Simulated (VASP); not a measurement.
WC4, 5 atoms in the cell. It takes space group Pm-3m (No. 221, cubic). Conventional cell: a = 4.088 Å, b = 4.088 Å, c = 4.088 Å, α = 90.00°, β = 90.00°, γ = 90.00°. W (site symmetry m-3m) has 6 C at 2.04 Å within 2.7 Å. C (site symmetry 4/mmm) has 2 W at 2.04 Å within 2.7 Å. Within 3.8 Å of C (site symmetry m-3m) lie 12 C at 2.89 Å and 8 W at 3.54 Å. 

```yaml
Program: VASP 6.6.1
Task: density of states
Functional: PBE
Potentials_or_basis: VASP PAW PBE potentials, release 64 (W_sv, C)
Cutoff: 520 eV
k_mesh: 10 × 10 × 10
Occupations: gaussian, width 0.1 eV
Spin: no spin polarisation
Dipole_correction: no
k_mesh_for_the_DOS: 15 × 15 × 15
Occupations_for_the_DOS: tetrahedron
Further_INCAR_settings: ALGO = Normal; EDIFF = 1e-06; NBANDS = 23
```

Potentials or basis: VASP PAW PBE potentials, release 64 (W_sv, C).

Launch:

```console
$ cat potpaw_PBE.64/W_sv/POTCAR potpaw_PBE.64/C/POTCAR > POTCAR
$ cp INCAR.step1 INCAR
$ cp KPOINTS.step1 KPOINTS
$ mpirun -np 1 vasp_std > vasp.out
$ cp INCAR.step2 INCAR
$ cp KPOINTS.step2 KPOINTS
$ mpirun -np 1 vasp_std > vasp.out
```

Hardware: 1 thread of Intel(R) Xeon(R) 6975P-C (Granite Rapids), with other jobs on the host.

**Question.** Estimate the wall time of this run.

**Answer.** It took 89 s on 1 thread of Intel(R) Xeon(R) 6975P-C (Granite Rapids), with other jobs on the host, peak memory 0.27 GiB. Counts: k points 120.
